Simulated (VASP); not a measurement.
## AlNi: single point with PBEsol

AlNi:

```
Al Ni
1.0
     2.86182    0.00000    0.00000
     0.00000    2.86182    0.00000
     0.00000    0.00000    2.86182
Al Ni
1 1
Direct
  0.97344 0.98008 0.00000
  0.51221 0.50916 0.50000
```

This cell differs from its parent crystal: atoms displaced along several vibrational modes.

```yaml
Program: VASP 6.6.1
Task: single point
Functional: PBEsol
Potentials_or_basis: VASP PAW PBE potentials, release 64 (Al, Ni)
Cutoff: 520 eV
k_mesh: 16 × 16 × 16
Occupations: gaussian, width 0.15 eV
Spin: no spin polarisation
Dipole_correction: no
Further_INCAR_settings: ALGO = Fast; EDIFF = 1e-06; NBANDS = 14
```

* Pressure: 1.7 GPa
* Largest force: 0.894 eV/Å
* Band gap on the k mesh: zero (an odd number of electrons rules out a gap without spin polarisation)

Forces in eV/Å, atoms in the order of the input:
```
Al   0.710  0.542  0.000
Ni  -0.710 -0.542  0.000
```

Stress tensor (GPa, compression positive):
```
1.39 1.41 0.00
1.41 1.68 0.00
0.00 0.00 2.08
```

Levels at points of the mesh, in eV from the Fermi level:
| k point | band 5 | band 6 | band 7 | band 8 | band 9 | band 10 |
| --- | --- | --- | --- | --- | --- | --- |
| (0.00, 0.00, 0.00) | -1.59 | -1.59 | 5.57 | 5.59 | 5.62 | 8.24 |
| (0.50, 0.00, 0.00) | -2.31 | -1.51 | -0.66 | 8.37 | 10.04 | 10.07 |
| (0.00, 0.50, 0.00) | -2.31 | -1.51 | -0.67 | 8.36 | 10.07 | 10.12 |
| (0.00, 0.00, 0.50) | -2.32 | -1.50 | -0.67 | 8.35 | 10.13 | 10.16 |
| (0.50, 0.50, 0.00) | -2.17 | -2.14 | -1.05 | 1.50 | 2.58 | 12.54 |
| (0.00, 0.50, 0.50) | -2.11 | -2.10 | -1.05 | 1.49 | 2.58 | 12.58 |
| (0.50, 0.00, 0.50) | -2.13 | -2.12 | -1.05 | 1.49 | 2.58 | 12.56 |
| (0.50, 0.50, 0.50) | -1.02 | 1.91 | 1.94 | 1.97 | 3.70 | 4.57 |

Wall time 2.7 min on 1 thread of Intel(R) Xeon(R) 6975P-C (Granite Rapids), on a shared host, peak memory 0.48 GiB.

Caveat: the cell differs from its parent crystal (atoms displaced along several vibrational modes); the PAW data sets were made with another functional, which shifts forces and pressure a little. Spin polarisation is off, so any magnetic state and its effect on volume and gap are missing.
